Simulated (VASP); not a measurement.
# La2O3 (P-3m1) in VASP: settings compared

La2O3 is run at these levels: PBEsol, LDA, PBE; tasks: single point.

Everything below comes from runs of VASP 6.6.1. Logs are shortened: lines on timing, memory, paths and dates and some standing lists are left out, and cuts for length are marked.

### 1 The cell of the first run

Symmetry: P-3m1, No. 164, trigonal system. Conventional cell: a = 4.008 Å, b = 4.008 Å, c = 6.232 Å, α = 90.00°, β = 90.00°, γ = 120.00°. La (site symmetry 3m) has 7 O at 2.41 to 2.78 Å within 3.2 Å. Within 3.7 Å of O (site symmetry -3m) lie 6 La at 2.78 Å and 6 O at 3.20 Å. Within 3.2 Å of O (site symmetry 3m) lie 4 La at 2.41 to 2.49 Å and 6 O at 2.94 to 3.20 Å.

### 2 Single point, PBEsol (volume scaled by 1.06)

INCAR reads:

```
ALGO = Normal ; EDIFF = 1E-6
ENCUT = 520 ; GGA = PS
ISIF = 2 ; ISMEAR = -1
LASPH = T ; LCHARG = T
LELF = T ; LREAL = F
LVHAR = T ; LWAVE = F
NBANDS = 28 ; NELM = 80
PREC = Accurate ; SIGMA = 0.05
```

KPOINTS reads:

```
k-points
0
Gamma
  8 8 5
```

POSCAR reads:

```
La2O3
1.0
    4.0078715265      0.0000000000      0.0000000000
   -2.0039357633      3.4709185571      0.0000000000
    0.0000000000      0.0000000000      6.2318261790
La O
2 3
Direct
    0.3333333333      0.6666666667      0.2462356800
    0.6666666667      0.3333333333      0.7537643200
    0.0000000000      0.0000000000      0.0000000000
    0.3333333333      0.6666666667      0.6458906500
    0.6666666667      0.3333333333      0.3541093500
```

Potentials or basis: VASP PAW PBE potentials, release 64 (La, O).

The run is started by

```bash
$ cat potpaw_PBE.64/La/POTCAR potpaw_PBE.64/O/POTCAR > POTCAR
$ mpirun -np 1 vasp_std > vasp.out
```

OUTCAR:

```text
EDIFF = 1E-6
   ENCUT = 520
   GGA = PS
   ISIF = 2
   ISMEAR = -1
   LASPH = T
   LREAL = F
   NELM = 80
   PREC = Accurate

 ion  position               nearest neighbor table
   1  0.333  0.667  0.246-   5 2.41   5 2.41   5 2.41   4 2.49   3 2.78   3 2.78   3 2.78
   2  0.667  0.333  0.754-   4 2.41   4 2.41   4 2.41   5 2.49   3 2.78   3 2.78   3 2.78
   3  0.000  0.000  0.000-   1 2.78   2 2.78   2 2.78   1 2.78   2 2.78   1 2.78
   4  0.333  0.667  0.646-   2 2.41   2 2.41   2 2.41   1 2.49
   5  0.667  0.333  0.354-   1 2.41   1 2.41   1 2.41   2 2.49

  LATTYP: Found a hexagonal cell.
 ALAT       =     4.0078715265
 C/A-ratio  =     1.5548966921

  Lattice vectors:

 A1 = (   4.0078715265,   0.0000000000,   0.0000000000)
 A2 = (  -2.0039357633,   3.4709185571,   0.0000000000)
 A3 = (   0.0000000000,   0.0000000000,   6.2318261790)

Analysis of symmetry for initial positions (statically):
=====================================================================
 Subroutine PRICEL returns:
 Original cell was already a primitive cell.

 Routine SETGRP: Setting up the symmetry group for a
 hexagonal supercell.

 Subroutine GETGRP returns: Found 12 space group operations
 (whereof 12 operations were pure point group operations)
 out of a pool of 24 trial point group operations.

The static configuration has the point symmetry D_3d.

Analysis of symmetry for dynamics (positions and initial velocities):
=====================================================================
 Subroutine PRICEL returns:
 Original cell was already a primitive cell.

 Routine SETGRP: Setting up the symmetry group for a
 hexagonal supercell.

 Subroutine GETGRP returns: Found 12 space group operations
 (whereof 12 operations were pure point group operations)
 out of a pool of 24 trial point group operations.

The dynamic configuration has the point symmetry D_3d.

 Subroutine INISYM returns: Found 12 space group operations
 (whereof 12 operations are pure point group operations),
 and found     1 'primitive' translations

----------------------------------------------------------------------------------------

                                     Primitive cell

  volume of cell :      86.6909

  direct lattice vectors                    reciprocal lattice vectors
     4.007871526  0.000000000  0.000000000     0.249508996  0.144054086  0.000000000
    -2.003935763  3.470918557  0.000000000     0.000000000  0.288108172  0.000000000
     0.000000000  0.000000000  6.231826179     0.000000000  0.000000000  0.160466607

  length of vectors
     4.007871526  4.007871527  6.231826179     0.288108172  0.288108172  0.160466607

  position of ions in fractional coordinates (direct lattice)
     0.333333333  0.666666667  0.246235680
     0.666666667  0.333333333  0.753764320
     0.000000000  0.000000000  0.000000000
     0.333333333  0.666666667  0.645890650
     0.666666667  0.333333333  0.354109350

  ion indices of the primitive-cell ions
   primitive index   ion index
                 1           1
                 2           2
                 3           3
                 4           4
                 5           5

----------------------------------------------------------------------------------------

 KPOINTS: k-points

Automatic generation of k-mesh.
 Grid dimensions read from file:
 generate k-points for:    8    8    5

 Generating k-lattice:

  Cartesian coordinates                     Fractional coordinates (reciprocal lattice)
     0.031188624  0.018006761  0.000000000     0.125000000  0.000000000  0.000000000
     0.000000000  0.036013521  0.000000000     0.000000000  0.125000000  0.000000000
     0.000000000  0.000000000  0.032093321     0.000000000  0.000000000  0.200000000

  Length of vectors
     0.036013521  0.036013521  0.032093321

  Shift w.r.t. Gamma in fractional coordinates (k-lattice)
     0.000000000  0.000000000  0.000000000

 Subroutine IBZKPT returns following result:
 ===========================================

 Found     40 irreducible k-points:

 Following reciprocal coordinates:
            Coordinates               Weight
  0.000000  0.000000  0.000000      1.000000
  0.125000  0.000000  0.000000      6.000000
  0.250000  0.000000  0.000000      6.000000
  0.375000  0.000000  0.000000      6.000000
  0.500000  0.000000  0.000000      3.000000
  0.125000  0.125000  0.000000      6.000000
[... 16 lines left out ...]
 -0.125000  0.500000  0.200000     12.000000
  0.250000  0.250000  0.200000     12.000000
 [... further k-points ...]
   k-points           NKPTS =     40   k-points in BZ     NKDIM =     40   number of bands    NBANDS=     28
   number of dos      NEDOS =    301   number of ions     NIONS =      5
   total plane-waves  NPLWV =  43200
   dimension x,y,z NGX =    30 NGY =   30 NGZ =   48
   dimension x,y,z NGXF=    60 NGYF=   60 NGZF=   96
   ions per type =               2   3
   NGX,Y,Z   is equivalent  to a cutoff of  12.44, 12.44, 12.80 a.u.
   NGXF,Y,Z  is equivalent  to a cutoff of  24.89, 24.89, 25.61 a.u.
 SYSTEM =  unknown system
   PREC   = accura    normal or accurate (medium, high low for compatibility)
   ISTART =      0    job   : 0-new  1-cont  2-samecut
   ICHARG =      2    charge: 1-file 2-atom 10-const
   ISPIN  =      1    spin polarized calculation?
   LNONCOLLINEAR =      F non collinear calculations
   LSORBIT =      F    spin-orbit coupling
   LASPH  =      T    aspherical Exc in radial PAW
   ENCUT  =  520.0 eV  38.22 Ry    6.18 a.u.   7.45  7.45 11.59*2*pi/ulx,y,z
   NELM   =     80;   NELMIN=  2; NELMDL= -5     # of ELM steps
   EDIFF  = 0.1E-05   stopping-criterion for ELM
   LREAL  =      F    real-space projection
   EDIFFG = 0.1E-04   stopping-criterion for IOM
   NSW    =      0    number of steps for IOM
   IBRION =     -1    ionic relax: 0-MD 1-quasi-New 2-CG
   NFREE  =      0    steps in history (QN), initial steepest desc. (CG)
   ISIF   =      2    stress and relaxation
   ISYM   =      2    0-nonsym 1-usesym 2-fastsym
   POTIM  = 0.5000    time-step for ionic-motion
   TEBEG  =    0.0;   TEEND  =   0.0 temperature during run
   PSTRESS=    0.0 pullay stress
   NELECT =      40.0000    total number of electrons
   NUPDOWN=      -1.0000    fix difference up-down
   EMIN   =  10.00;   EMAX   =-10.00  energy-range for DOS
   EFERMI =   0.00;   METHOD = LEGACY
   ISMEAR =    -1;   SIGMA  =   0.05  broadening in eV -4-tet -1-fermi 0-gaus
   EFERMI_NEDOS =   21; number of points for ismear=-14 and -15
   IALGO  =     38    algorithm
   IMIX   =      4    mixing-type and parameters
     AMIX     =   0.40;   BMIX     =  1.00
     AMIX_MAG =   1.60;   BMIX_MAG =  1.00
  volume/ion in A,a.u.               =      17.34       117.00
  Fermi-wavevector in a.u.,A,eV,Ry     =   1.265038  2.390576 21.773698  1.600322
  Thomas-Fermi vector in A             =   2.398312
   LORBIT       =      0    0 simple, 1 ext, 2 COOP (PROOUT), +10 PAW based schemes
   GGA     = PS    functional components
   LHFCALC =     F    Hartree Fock is set to
   AEXX    =    0.0000 exact exchange contribution
   IVDW    =     0    specifies the selected vdW correction
   LEPSILON=     F    determine dielectric tensor
   LRPA    =     F    only Hartree local field effects (RPA)
 non-spin polarized calculation
  energy-cutoff  :      520.00
  volume of cell :       86.69
 maximum number of plane-waves:      2357
 NGX is ok and might be reduce to    30
   NGX = 15   NGY = 15   NGZ = 23

 number of electron      40.0000003 magnetization

 Free energy of the ion-electron system (eV)
  ---------------------------------------------------
  ext. energy  EPLUGINS =         0.00000000
  ---------------------------------------------------
  free energy    TOTEN  =       -43.49160846 eV

  energy without entropy =      -43.49160846  energy(sigma->0) =      -43.49160846

 E-fermi :   6.4243     XC(G=0): -10.4378

 val. band max:        5.2196051350   @ k =   0.5000   0.0000   0.4000
 cond. band min:       8.9713975007   @ k =   0.5000   0.0000   0.0000
 fundamental gap:      3.7517923657
 Fermi energy:         6.4243376269

 k-point     1 :       0.0000    0.0000    0.0000
  band No.  band energies     occupation
      1     -24.6913      2.00000
      2     -24.5027      2.00000
      3     -11.3793      2.00000
      4     -10.1592      2.00000
      5      -9.7943      2.00000
      6      -8.1762      2.00000
[... 20 lines left out ...]
     27      10.4081      0.00000
     28      10.5346      0.00000

 k-point     2 :       0.1250    0.0000    0.0000
  band No.  band energies     occupation
      1     -24.6707      2.00000
      2     -24.4946      2.00000
      3     -11.3790      2.00000
      4     -10.4362      2.00000
      5      -9.9901      2.00000
      6      -8.2271      2.00000
[... 20 lines left out ...]
     27      10.4944      0.00000
     28      10.6136      0.00000

 k-point     3 :       0.2500    0.0000    0.0000
  band No.  band energies     occupation
      1     -24.6180      2.00000
      2     -24.4770      2.00000
      3     -11.4521      2.00000
      4     -10.9682      2.00000
      5     -10.1619      2.00000
      6      -8.3385      2.00000
[... 20 lines left out ...]
     27      10.5069      0.00000
     28      10.5503      0.00000

 k-point     4 :       0.3750    0.0000    0.0000
  band No.  band energies     occupation
      1     -24.5580      2.00000
      2     -24.4659      2.00000
      3     -11.6028      2.00000
      4     -11.4156      2.00000
      5     -10.0326      2.00000
      6      -8.4695      2.00000
[... 578 lines left out ...]
     27      10.4303      0.00000
     28      10.4479      0.00000

 k-point    23 :      -0.1250    0.5000    0.2000
  band No.  band energies     occupation
      1     -24.5223      2.00000
      2     -24.4717      2.00000
      3     -11.6931      2.00000
      4     -11.5700      2.00000
      5      -9.9662      2.00000
      6      -8.5921      2.00000
[... 20 lines left out ...]
     27      10.4465      0.00000
     28      10.4537      0.00000

 k-point    24 :       0.2500    0.2500    0.2000
  band No.  band energies     occupation
      1     -24.5225      2.00000
      2     -24.4715      2.00000
      3     -11.6688      2.00000
      4     -11.5105      2.00000
      5     -10.1753      2.00000
      6      -8.5506      2.00000
[... 20 lines left out ...]
     27      10.4210      0.00000
     28      10.4816      0.00000

 [... further k-points ...]

------------------------ aborting loop because EDIFF is reached ----------------------------------------

  FORCE on cell =-STRESS in cart. coord.  units (eV):
  Direction    XX          YY          ZZ          XY          YZ          ZX
  --------------------------------------------------------------------------------------
  -------------------------------------------------------------------------------------
  Total       -5.6445644     -5.6445644     -4.5386564      0.0000000      0.0000000      0.0000000
  in kB     -104.3199734   -104.3199734    -83.8811429      0.0000000      0.0000000      0.0000000
  external PRESSURE =     -97.5070299 kB  Pullay stress =       0.0000000 kB

 VOLUME and BASIS-vectors are now :
 -----------------------------------------------------------------------------
  energy-cutoff  :      520.00
  volume of cell :       86.69
      direct lattice vectors                 reciprocal lattice vectors
     4.007871526  0.000000000  0.000000000     0.249508996  0.144054086  0.000000000
    -2.003935763  3.470918557  0.000000000     0.000000000  0.288108172  0.000000000
     0.000000000  0.000000000  6.231826179     0.000000000  0.000000000  0.160466607

 POSITION                                       TOTAL-FORCE (eV/Angst)
 -----------------------------------------------------------------------------------
     -0.00000      2.31395      1.53450         0.000000      0.000000      0.503130
      2.00394      1.15697      4.69733        -0.000000      0.000000     -0.503130
      0.00000      0.00000      0.00000        -0.000000      0.000000      0.000000
     -0.00000      2.31395      4.02508         0.000000     -0.000000      0.058291
      2.00394      1.15697      2.20675        -0.000000      0.000000     -0.058291
 -----------------------------------------------------------------------------------
    total drift:                               -0.000000      0.000000      0.000000

  FREE ENERGIE OF THE ION-ELECTRON SYSTEM (eV)
  ---------------------------------------------------
  free  energy   TOTEN  =       -43.4916084617 eV

  energy  without entropy=      -43.4916084617  energy(sigma->0) =      -43.49160846
```

Run time: 66 s. Hardware: 1 thread of Intel Xeon 6975P-C (Granite Rapids), shared host; peak memory 0.25 GiB.

Results:

```yaml
Free_energy: -43.4916 eV
Pressure: -9.8 GPa
Largest_force: 0.503 eV/Å
Band_gap_on_the_k_mesh: 3.75 eV, indirect (least direct gap 3.96 eV)
```

Forces in eV/Å, atoms in the order of the input:
```
La   0.000  0.000  0.503
La   0.000  0.000 -0.503
O    0.000  0.000  0.000
O    0.000  0.000  0.058
O    0.000  0.000 -0.058
```

Caveat: the cell differs from its parent crystal (volume scaled by 1.06); the PAW data sets were made with another functional, which shifts forces and pressure a little; spin-orbit coupling is left out, which moves the levels of the heavy elements.

### 3 Single point, LDA

This run uses another cell than the first one, of 16.36 Å³/atom, 0.943 times its volume.

INCAR reads:

```
PREC = Accurate ; ENCUT = 520
EDIFF = 1E-6 ; ISMEAR = -1
SIGMA = 0.05 ; LREAL = F
LASPH = T ; NELM = 80
ALGO = Normal ; ISIF = 2
LWAVE = F ; LCHARG = F
GGA = CA ; NBANDS = 28
```

KPOINTS reads:

```
Automatic mesh
0
Gamma
  8 8 5
```

Edit POSCAR of step 2 so:

```diff
@@ -2,5 +2,5 @@
 1.0
-    4.0078715265      0.0000000000      0.0000000000
-   -2.0039357633      3.4709185571      0.0000000000
-    0.0000000000      0.0000000000      6.2318261790
+    3.9307778780      0.0000000000      0.0000000000
+   -1.9653889390      3.4041534990      0.0000000000
+    0.0000000000      0.0000000000      6.1119535200
 La O
```

Potentials or basis: VASP PAW LDA potentials, release 64 (La, O).

The run is started by

```bash
$ cat potpaw_LDA.64/La/POTCAR potpaw_LDA.64/O/POTCAR > POTCAR
$ mpirun -np 1 vasp_std > vasp.out
```

It took 70 s on 1 thread of Intel Xeon 6975P-C (Granite Rapids), shared host; peak memory 0.22 GiB.

It converged, with:

```yaml
Free_energy: -45.8198 eV
Pressure: -6.4 GPa
Largest_force: 0.159 eV/Å
Band_gap_on_the_k_mesh: 3.77 eV, indirect (least direct gap 3.91 eV)
```

Forces in eV/Å, atoms in the order of the input:
```
La   0.000  0.000  0.159
La   0.000  0.000 -0.159
O    0.000  0.000  0.000
O    0.000  0.000 -0.015
O    0.000  0.000  0.015
```

Stress tensor (GPa, compression positive):
```
-6.55  0.00  0.00
 0.00 -6.55  0.00
 0.00  0.00 -5.98
```

Levels at points of the mesh, in eV from the valence-band top:
| k point | band 17 | band 18 | band 19 | band 20 | band 21 | band 22 | band 23 | band 24 |
| --- | --- | --- | --- | --- | --- | --- | --- | --- |
| (0.00, 0.00, 0.00) | -1.67 | -0.37 | -0.37 | -0.10 | 4.15 | 4.52 | 4.52 | 5.06 |
| (0.50, 0.00, 0.00) | -0.70 | -0.61 | -0.39 | -0.27 | 3.77 | 4.60 | 5.06 | 5.11 |

Caveat: spin-orbit coupling is left out, which moves the levels of the heavy elements.

### 4 Single point, PBE

This run uses another cell than the first one, of 16.36 Å³/atom, 0.943 times its volume.

INCAR reads:

```
  PREC = Accurate
  ENCUT = 520
  EDIFF = 1E-6
  ISMEAR = -1
  SIGMA = 0.05
  LREAL = F
  LASPH = T
  NELM = 60
  ALGO = Normal
  ISIF = 2
  LWAVE = F
  LCHARG = F
  GGA = PE
  NBANDS = 28
```

KPOINTS is that of step 3.

POSCAR is that of step 3.

Potentials or basis: VASP PAW PBE potentials, release 64 (La, O).

The run is started by

```bash
$ cat potpaw_PBE.64/La/POTCAR potpaw_PBE.64/O/POTCAR > POTCAR
$ mpirun -np 1 vasp_std > vasp.out
```

It took 3.4 min on 1 thread of Intel Xeon 8259CL, shared host; peak memory 0.23 GiB.

Results (log left out):

* Free energy: -41.8175 eV
* Pressure: 1.6 GPa
* Largest force: 0.012 eV/Å
* Band gap on the k mesh: 3.89 eV, indirect (least direct gap 4.07 eV)

Forces in eV/Å, atoms in the order of the input:
```
La   0.000  0.000 -0.003
La   0.000  0.000  0.003
O    0.000  0.000  0.000
O    0.000  0.000  0.012
O    0.000  0.000 -0.012
```

Stress tensor (GPa, compression positive):
```
1.50 0.00 0.00
0.00 1.50 0.00
0.00 0.00 1.82
```

Levels at points of the mesh, in eV from the valence-band top:
```csv
k point,band 17,band 18,band 19,band 20,band 21,band 22,band 23,band 24
"(0.00, 0.00, 0.00)",-1.62,-0.35,-0.35,-0.08,4.35,4.63,4.63,5.20
"(0.50, 0.00, 0.00)",-0.70,-0.62,-0.38,-0.26,3.89,4.75,5.20,5.23
```

Caveat: spin-orbit coupling is left out, which moves the levels of the heavy elements. A k mesh can miss the band edges.

### 5 Overview

| level | potentials or basis | cell | gap on the mesh (eV) | pressure (GPa) | largest force (eV/Å) |
| --- | --- | --- | --- | --- | --- |
| PBEsol | VASP PAW PBE potentials, release 64 (La, O) | a = 4.008, b = 4.008, c = 6.232 Å, angles 90.0, 90.0, 120.0°, 5 atoms | 3.75 | -9.8 | 0.50 |
| LDA | VASP PAW LDA potentials, release 64 (La, O) | a = 3.931, b = 3.931, c = 6.112 Å, angles 90.0, 90.0, 120.0°, 5 atoms | 3.77 | -6.4 | 0.16 |
| PBE | VASP PAW PBE potentials, release 64 (La, O) | a = 3.931, b = 3.931, c = 6.112 Å, angles 90.0, 90.0, 120.0°, 5 atoms | 3.89 | 1.6 | 0.01 |

Alike in all rows: task single point; no spin polarisation; k mesh 8 × 8 × 5; cutoff (eV) 520; smearing fermi-dirac 0.05 eV.

Caveats: spin-orbit coupling is left out, which moves the levels of the heavy elements; the PAW data sets were made with another functional, which shifts forces and pressure a little (some runs).

Total energies depend on the potentials used, so only differences within one code and one set of settings carry meaning.
